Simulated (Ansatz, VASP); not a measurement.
**One calculation of Os, two programs**

```
CELL_PARAMETERS angstrom
2.55277 -1.68719 0.00000
2.55277 1.68719 0.00000
0.00000 0.00000 6.88245
ATOMIC_POSITIONS crystal
Os 0.85000 0.15000 0.11700
Os 0.65000 0.35000 0.61700
Os 0.15000 0.85000 0.88300
Os 0.35000 0.65000 0.38300
```

Alike in both runs: task single point; functional PBE; k mesh 6 × 6 × 4; occupations gaussian, width 0.1 eV; no spin polarisation.

|  | VASP | Ansatz |
| --- | --- | --- |
| version | VASP 6.6.1 | Ansatz 0.2.0 |
| potentials or method | VASP PAW PBE potentials, release 64 (Os), cutoff 520 eV | scalar-relativistic, plane waves, PAW |
| valence electrons in the cell | 32 | 64 |

Ansatz gave:

* gap on the k mesh at the Fermi level (eV): none
* rms of the force components (eV/Å): 11.193

Problem. Estimate VASP's values.

Solution. gap on the k mesh at the Fermi level (eV): none; rms of the force components (eV/Å): 9.287.

Atom by atom the forces differ by 1.910 eV/Å (rms over components). A gap of «none» marks a metal or a gap that the smearing closes. VASP's potentials hold 32 valence electrons a cell and Ansatz's 64, so a difference there can come from the potentials and not from the codes.

The k mesh is coarse, so the values compare programs but aren't converged. Spin-orbit coupling is off throughout.
